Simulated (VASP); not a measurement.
Set up this calculation in VASP 6.6.1, as the native input.

- Task: relaxation of cell and atoms
- Functional: PBEsol
- Potentials or basis: VASP PAW PBE potentials, release 64 (Ge_d)
- Cutoff: 600 eV
- k mesh: 14 × 14 × 14
- Occupations: fermi-dirac, width 0.08 eV
- Spin: no spin polarisation
- Dipole correction: no
- Further INCAR settings: ALGO = Normal; EDIFF = 1e-06; IBRION = 2; EDIFFG = -0.002; NSW = 100; ISIF = 3

The structure of Ge lies in POSCAR:

```
Ge
1.0
    0.0000000000      2.8289100000      2.8289100000
    2.8289100000      0.0000000000      2.8289100000
    2.8289100000      2.8289100000      0.0000000000
Ge
2
Direct
    0.5000000000      0.5000000000      0.5000000000
    0.7500000000      0.7500000000      0.7500000000
```

These files were run (other wordings do the same):

INCAR

```
PREC     = Accurate       # precision mode
ENCUT    = 600            # plane-wave cutoff, eV
EDIFF    = 1E-6           # SCF threshold, eV
ISMEAR   = -1             # smearing method
SIGMA    = 0.08           # smearing width, eV
LREAL    = False          # projectors in reciprocal space
LASPH    = True           # aspherical terms in the spheres
NELM     = 100            # most SCF steps
ALGO     = Normal         # electronic algorithm
ISIF     = 3              # what is computed and relaxed
LWAVE    = False          # write WAVECAR
LCHARG   = False          # write CHGCAR
GGA      = PS             # functional
IBRION   = 2              # ionic algorithm
NSW      = 100            # ionic steps
EDIFFG   = -0.002         # ionic threshold
```

KPOINTS

```
regular mesh
0
Gamma
  14 14 14
```

Potentials or basis: VASP PAW PBE potentials, release 64 (Ge_d).

Command:

```sh
$ cat potpaw_PBE.64/Ge_d/POTCAR > POTCAR
$ mpirun -np 1 vasp_std > vasp.out
```

Results of the run:

- Relaxed volume: 22.86 Å³/atom
- Relaxed cell: a = 4.014 Å, b = 4.014 Å, c = 4.014 Å, α = 60.00°, β = 60.00°, γ = 60.00°
- Space group after relaxing (to 0.05 Å): Fd-3m (No. 227)
- Energy gained by relaxing: 0.4 meV/atom
- Ionic steps: 18
- Pressure after relaxing: 0.0 GPa
- Band gap on the k mesh: zero (filled and empty bands touch)

Caveat: the PAW data sets were made with another functional, which shifts forces and pressure a little.

Wall time 4.2 min on 1 thread of Intel(R) Xeon(R) 6975P-C (Granite Rapids), on a shared host, peak memory 0.23 GiB.
